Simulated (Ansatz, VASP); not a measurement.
MoSe in VASP and in Ansatz

```xyz
2
Lattice="0.0000 2.8565 2.8565 2.8565 0.0000 2.8565 2.8565 2.8565 0.0000" Properties=species:S:1:pos:R:3 pbc="T T T"
Mo    0.0000    0.0000    0.0000
Se    2.8565    2.8565    2.8565
```

Alike in both runs: functional r2SCAN; k mesh 12 × 12 × 12; occupations gaussian, width 0.1 eV; collinear spin; Hubbard terms Mo d U = 4.38 eV.

Ansatz relaxed the structure, and its values are those at the end. VASP's run is a single point on that final structure, the one shown.

```csv
,VASP,Ansatz
version,VASP 6.6.1,Ansatz 0.2.0
potentials or method,"VASP PAW PBE potentials, release 64 (Mo_sv, Se), cutoff 520 eV","scalar-relativistic, plane waves, PAW"
valence electrons in the cell,20,30
```

Ansatz gave:

```
gap on the k mesh at the Fermi level (eV)                     : none
pressure (GPa)                                                : 0.0
net moment per atom (μB)                                      : 2.00
size of the moment on the site where the two differ most (μB) : 3.44
```

Q: What did VASP give for the same quantities?

A: gap on the k mesh at the Fermi level (eV): none; pressure (GPa): -1.2; net moment per atom (μB): 2.00; size of the moment on the site where the two differ most (μB): 3.68.

VASP's potentials were made for PBE, not for r2SCAN. Site moments also hang on the region over which each program counts them. The programs project onto different local orbitals, so the same U acts differently, and such runs can settle in different states. A gap of «none» marks a metal or a gap that the smearing closes. VASP's potentials hold 20 valence electrons a cell and Ansatz's 30, so a difference there can come from the potentials and not from the codes. Ansatz's warnings: filled band counts differ across k points.
